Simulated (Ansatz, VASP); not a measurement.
Al in VASP and in Ansatz

```
CELL_PARAMETERS angstrom
1.94679 -3.26504 0.00000
1.94679 3.26504 0.00000
0.00000 0.00000 3.00135
ATOMIC_POSITIONS crystal
Al 0.34802 0.65198 0.25000
Al 0.65198 0.34802 0.75000
```

Alike in both runs: task relaxation of cell and atoms; functional PBE; k mesh 6 × 6 × 6; occupations gaussian, width 0.1 eV; no spin polarisation.

|  | VASP | Ansatz |
| --- | --- | --- |
| version | VASP 6.6.1 | Ansatz 0.2.0 |
| potentials or method | VASP PAW PBE potentials, release 64 (Al), cutoff 600 eV | scalar-relativistic, plane waves, PAW |
| valence electrons in the cell | 6 | 6 |

VASP gave:

| Quantity | Value |
| --- | --- |
| gap on the k mesh at the Fermi level, each at its own relaxed structure (eV) | none |
| relaxed volume (Å³/atom) | 20.48 |
| relaxed cell length with the largest relative difference (Å) | 4.034 |

What did Ansatz give for the same quantities?

gap on the k mesh at the Fermi level, each at its own relaxed structure (eV): none; relaxed volume (Å³/atom): 20.52; relaxed cell length with the largest relative difference (Å): 3.992.

A gap of «none» marks a metal or a gap that the smearing closes.
